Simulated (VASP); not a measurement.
A run of VASP 6.6.1:

File INCAR:

```
PREC = Accurate ; ENCUT = 520
EDIFF = 1E-6 ; ISMEAR = -1
SIGMA = 0.05 ; LREAL = F
LASPH = T ; NELM = 100
ALGO = Normal ; ISIF = 2
LWAVE = F ; LCHARG = F
GGA = PE ; NBANDS = 48
```

KPOINTS

```
Automatic mesh
0
Gamma
  3 3 3
```

File POSCAR:

```
CaC2
1.0
    5.9863530000     -0.4163840000     -0.7266530000
    0.5679080000      5.6802570000      0.8454950000
    0.3748000000     -0.0757580000      6.0307380000
Ca C
4 8
Direct
    0.3298064770      0.8885959650      0.9504515733
    0.2611975028      0.2283649189      0.3392376774
    0.9307735923      0.5066608752      0.8966941005
    0.7515967542      0.4272593708      0.4106123288
    0.9368248993      0.0343269188      0.1105734299
    0.6489369661      0.1571877884      0.1033298916
   -0.0067797013      0.1273226685      0.7082874153
    0.5052890053      0.4506824525     -0.0112740744
    0.3348658706      0.4173855292      0.7411795889
    0.9380757120      0.8517525305      0.3737368502
    0.7497406715      0.8369350499      0.1303777263
    0.6735522859      0.0632605956      0.7358832819
```

Potentials or basis: VASP PAW PBE potentials, release 64 (Ca_sv, C).

Launch:

```bash
$ cat potpaw_PBE.64/Ca_sv/POTCAR potpaw_PBE.64/C/POTCAR > POTCAR
$ mpirun -np 1 vasp_std > vasp.out
```

Hardware: 1 thread of Intel(R) Xeon(R) Platinum 8488C (Sapphire Rapids) (shared host).

Problem. How long does it take, and how much memory?

Solution. Run time: 2.8 min on 1 thread of Intel(R) Xeon(R) Platinum 8488C (Sapphire Rapids) (shared host), peak memory 0.37 GiB. Counts: scf iterations 19, k points 14.
